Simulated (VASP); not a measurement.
TbGa2O3:

```xyz
6
Lattice="5.2668 -2.2904 0.0000 5.2668 2.2904 0.0000 -0.0756 0.0000 3.5040" Properties=species:S:1:pos:R:3 pbc="T T T"
Tb    0.0000    0.0000    0.0000
Ga    6.8789    0.0000    1.7772
Ga    3.5790    0.0000    1.7268
O     9.0192    0.0000    1.7193
O     5.2668    0.0000    0.0000
O     1.4388    0.0000    1.7847
```

The cell was generated, and may not be a known phase.

| Property | Result |
| --- | --- |
| Program | VASP 6.6.1 |
| Task | relaxation of cell and atoms |
| Functional | PBE |
| Potentials or basis | VASP PAW PBE potentials, release 64 (Tb_3, Ga_d, O), 4f in core |
| Cutoff | 600 eV |
| k mesh | 4 × 4 × 5 |
| Occupations | gaussian, width 0.2 eV |
| Spin | no spin polarisation |

At the start: pressure 9.5 GPa; volume 14.09 Å³/atom.

Where does the relaxation end?

Over 5 steps the energy falls by 34.9 meV/atom and the volume is 15.30 Å³/atom (+8.6 %); space group C2/m (No. 12, to 0.1 Å) before and after.

Step by step:
```tsv
step	energy change (eV)	largest force (eV/Å)	pressure (GPa)	volume (Å³)
1	0.0000	0.1154	9.54	84.54
2	-0.1493	0.3862	-3.87	95.22
3	-0.1975	0.2656	-0.02	91.44
4	-0.2039	0.1621	0.00	91.55
5	-0.2093	0.0536	0.08	91.78
```

Final structure:
```xyz
6
Lattice="5.4684 -2.3503 -0.0074 5.4684 2.3503 -0.0074 -0.0834 0.0000 3.5705" Properties=species:S:1:pos:R:3 pbc="T T T"
Tb    0.0000    0.0000    0.0000
Ga    7.1460    0.0000    1.8030
Ga    3.7074    0.0000    1.7527
O     9.3994    0.0000    1.7410
O     5.4684    0.0000   -0.0074
O     1.4540    0.0000    1.8147
```

Caveat: the k points lie up to 0.36 Å⁻¹ apart in the final cell, too coarse for converged energies and pressures of a metal; an odd number of electrons without spin polarisation forces a metal; a magnetic or distorted state may lie lower; the run has no spin polarisation, though such a crystal can be magnetic; the relaxation stopped at a loose force limit of 0.08 eV/Å, so its end isn't a converged minimum.
